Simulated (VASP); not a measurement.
# In2Au: electric field gradients with LDA

The system is In2Au.

```xyz
3
Lattice="0.0000 3.2725 3.2725 3.2725 0.0000 3.2725 3.2725 3.2725 0.0000" Properties=species:S:1:pos:R:3 pbc="T T T"
In    1.6363    1.6363    1.6363
In    4.9088    4.9088    4.9088
Au    0.0000    0.0000    0.0000
```

This cell differs from its parent crystal: volume scaled by 1.02.

| Item | Value |
| --- | --- |
| Program | VASP 6.6.1 |
| Task | electric field gradients |
| Functional | LDA |
| Potentials or basis | VASP PAW LDA potentials, release 64 (In_d, Au) |
| Cutoff | 520 eV |
| k mesh | 10 × 10 × 10 |
| Occupations | fermi-dirac, width 0.05 eV |
| Spin | no spin polarisation |
| Dipole correction | no |
| Further INCAR settings | ALGO = Normal; EDIFF = 1e-08; NBANDS = 26 |

```yaml
Pressure: -2.5 GPa
```

Levels at points of the mesh, in eV from the Fermi level:
```
           k point  band 16  band 17  band 18  band 19  band 20  band 21  band 22  band 23
(0.00, 0.00, 0.00)    -4.70     0.09     3.05     3.05     3.05     3.74     3.74     3.74
(0.50, 0.00, 0.00)    -4.71    -4.60     0.88     0.88     1.61     2.72     3.60     3.60
(0.50, 0.50, 0.00)    -4.72    -4.19    -1.82    -1.82    -0.37     2.44     8.82     8.82
```

It took 62 s on 1 thread of Intel(R) Xeon(R) Platinum 8259CL CPU @ 2.50GHz (Skylake/Cascade Lake) (shared host), peak memory 0.23 GiB.

Caveat: without QUAD_EFG the Cq values of the log hold for a quadrupole moment of 1 mb, not for the nuclei; spin-orbit coupling is left out, which moves the levels of the heavy elements.
